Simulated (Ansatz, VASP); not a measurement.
One calculation of CdS, two programs

File INCAR:

```
SYSTEM = CdS
PREC = Accurate ; ENCUT = 520
EDIFF = 1E-8 ; ISMEAR = -1
SIGMA = 0.03 ; LREAL = .FALSE.
LASPH = .TRUE. ; NELM = 150
ALGO = Normal ; ISIF = 2
LWAVE = .FALSE. ; LCHARG = .FALSE.
MAGMOM = 0 0 0 0 0 0 ; LORBIT = 11
LSORBIT = .TRUE. ; GGA_COMPAT = .FALSE.
LORBMOM = .TRUE. ; GGA = PE
LEFG = .TRUE. ; NBANDS = 30
```

Contents of KPOINTS:

```
Automatic mesh
0
G
  9 9 9
  0 0 0
```

The input POSCAR:

```
CdS
1.0
    0.0000000000      2.9100000000      2.9100000000
    2.9100000000      0.0000000000      2.9100000000
    2.9100000000      2.9100000000      0.0000000000
Cd S
1 1
Direct
    0.0000000000      0.0000000000      0.0000000000
    0.7500000000      0.7500000000      0.7500000000
```

Input for Ansatz:

```yaml
crystal:
  lattice:
    - [0.0, 2.91, 2.91]
    - [2.91, 0.0, 2.91]
    - [2.91, 2.91, 0.0]
  atoms:
    - { symbol: Cd, position: [0.0, 0.0, 0.0] }
    - { symbol: S, position: [0.75, 0.75, 0.75] }
kpoints:
  mp_grid: { grid: [9, 9, 9] }
  band_path:
    path:
      - [0.0, 0.0, 0.0]
      - [-0.5, -0.5, 0.0]
      - [-0.375, -0.375, 0.25]
      - [-0.375, 0.0, 0.375]
      - [0.0, 0.0, 0.0]
      - [0.0, 0.0, 0.5]
      - [-0.5, -0.25, 0.25]
      - [-0.5, -0.5, 0.0]
    npoints: 5
scf:
  occupations: { method: fermi_dirac, width: 0.03 }
hamiltonian:
  xc: pbe
  pseudopotentials: { kind: paw_fr }
output:
  forces: true
  stress: true
  eigenvalues: true
  efg: { contact_densities: true }
magnetization:
  noncollinear: true
  spin_orbit: true
```

Alike in both runs: task electric field gradients; functional PBE; k mesh 9 × 9 × 9; occupations fermi-dirac, width 0.03 eV; non-collinear spin, spin-orbit coupling.

|  | VASP | Ansatz |
| --- | --- | --- |
| version | VASP 6.6.1 | Ansatz 0.2.0 |
| potentials or method | VASP PAW PBE potentials, release 64 (Cd, S) | PAW with Ansatz's default frozen-core files, fully relativistic files with spin-orbit coupling |
| plane-wave cutoff (eV) | 520 | 420 |
| valence electrons in the cell | 18 | 26 |

|  | VASP | Ansatz | Ansatz less VASP |
| --- | --- | --- | --- |
| pressure (GPa) | 3.6 | 3.2 | -0.39 |
| net moment per atom (μB) | 0.00 | 0.00 | 0.000 |

VASP's potentials hold 18 valence electrons a cell and Ansatz's 26, so a difference there can come from the potentials and not from the codes.
